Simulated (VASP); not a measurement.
Ta: single point with LDA

Ta:

```
CELL_PARAMETERS angstrom
-1.74320 1.74320 1.48172
1.74320 -1.74320 1.48172
1.74320 1.74320 -1.48172
ATOMIC_POSITIONS crystal
Ta 0.00000 0.00000 0.00000
```

This cell differs from its parent crystal: ratio of the length along z to the lengths across it x 0.85, volume and fractional coordinates fixed.

* Program: VASP 6.6.1
* Task: single point
* Functional: LDA
* Potentials or basis: VASP PAW LDA potentials, release 64 (Ta_pv)
* Cutoff: 500 eV
* k mesh: 22 × 22 × 22
* Occupations: gaussian, width 0.2 eV
* Spin: no spin polarisation
* Dipole correction: no
* Further INCAR settings: ALGO = Normal; EDIFF = 1e-06; NBANDS = 12

The pressure is -5.8 GPa.

Stress tensor (GPa, compression positive):
```
-10.13   0.00   0.00
  0.00 -10.13   0.00
  0.00   0.00   2.76
```

Levels at points of the mesh, in eV from the Fermi level:
| k point | band 3 | band 4 | band 5 | band 6 | band 7 | band 8 |
| --- | --- | --- | --- | --- | --- | --- |
| (0.00, 0.00, 0.00) | -33.00 | -8.00 | -0.72 | 1.52 | 1.52 | 2.02 |
| (0.50, 0.00, 0.00) | -33.19 | -4.48 | -2.32 | 2.11 | 3.46 | 6.35 |
| (0.50, 0.50, 0.00) | -33.03 | -4.63 | -0.06 | 0.84 | 1.78 | 3.75 |
| (0.50, 0.50, 0.50) | -33.57 | -4.17 | -3.81 | 6.51 | 6.51 | 7.13 |

It took 36 s on 1 thread of Intel(R) Xeon(R) 6975P-C (Granite Rapids), with other jobs on the host, peak memory 0.26 GiB.

Caveat: spin-orbit coupling is left out, which moves the levels of the heavy elements.
